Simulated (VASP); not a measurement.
A run of VASP 6.6.1 is set up as follows.

INCAR

```
PREC = Accurate
ENCUT = 520
EDIFF = 1E-8
ISMEAR = -1
SIGMA = 0.15
LREAL = F
LASPH = T
NELM = 60
ALGO = Normal
ISIF = 2
LWAVE = F
LCHARG = T
GGA = CA
IBRION = 8
NSW = 1
```

Contents of KPOINTS:

```
Automatic mesh
0
Gamma
  12 12 12
```

Contents of POSCAR:

```
LiPb
1.0
    3.4135882508      0.0000000000      0.0000000000
    0.0000000000      3.4135882508      0.0000000000
    0.0000000000      0.0000000000      3.4135882508
Li Pb
1 1
Direct
    0.5000000000      0.5000000000      0.5000000000
    0.0000000000      0.0000000000      0.0000000000
```

Potentials or basis: VASP PAW LDA potentials, release 64 (Li_sv, Pb_d).

The run is started by

```console
$ cat potpaw_LDA.64/Li_sv/POTCAR potpaw_LDA.64/Pb_d/POTCAR > POTCAR
$ mpirun -np 1 vasp_std > vasp.out
```

Question: Estimate the highest phonon frequency at Γ, LO-TO splitting left out.

Answer: 276 cm⁻¹.

Phonon frequencies in cm⁻¹ (negative: imaginary):
```csv
q point,frequencies
"(0.000, 0.000, 0.000)",-1 -1 -1 276 276 276
```

Caveat: the cell wasn't relaxed at this level first, which shifts response properties.
